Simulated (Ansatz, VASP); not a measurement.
Te2Mo in VASP and in Ansatz

```
CELL_PARAMETERS angstrom
3.49418 0.00000 0.00000
-1.74709 3.02605 0.00000
0.00000 0.00000 13.44540
ATOMIC_POSITIONS crystal
Te 0.33333 0.66667 0.61635
Te 0.66667 0.33333 0.11635
Te 0.66667 0.33333 0.38365
Te 0.33333 0.66667 0.88365
Mo 0.33333 0.66667 0.25000
Mo 0.66667 0.33333 0.75000
```

Change from the starting cell: strain along c alone, the other axes held, atoms relaxed: -4.0 %.

Alike in both runs: functional PBEsol; k mesh 12 × 12 × 2; occupations gaussian, width 0.02 eV; no spin polarisation.

Ansatz relaxed the structure, and its values are those at the end. VASP's run is a single point on that final structure, the one shown.

```csv
,VASP,Ansatz
version,VASP 6.6.1,Ansatz 0.2.0
potentials or method,"VASP PAW PBE potentials, release 64 (Te, Mo_sv), cutoff 520 eV","scalar-relativistic, plane waves, PAW"
valence electrons in the cell,52,92
```

|  | VASP | Ansatz | Ansatz less VASP |
| --- | --- | --- | --- |
| gap on the k mesh at the Fermi level (eV) | 0.47 | 0.48 | +0.016 |
| least direct gap on the mesh (eV) | 1.01 | 1.00 | -0.006 |
| pressure (GPa) | 1.4 | 1.2 | -0.14 |
| rms of the force components (eV/Å) | 0.014 | 0.001 | -0.0128 |

VASP's potentials were made for PBE, not for PBEsol. The functional is the same, so the differences come from potentials, cutoffs and numerics. VASP's potentials hold 52 valence electrons a cell and Ansatz's 92, so a difference there can come from the potentials and not from the codes. Ansatz's warnings: stress scf threshold loose.

Neither program's run includes spin-orbit coupling.
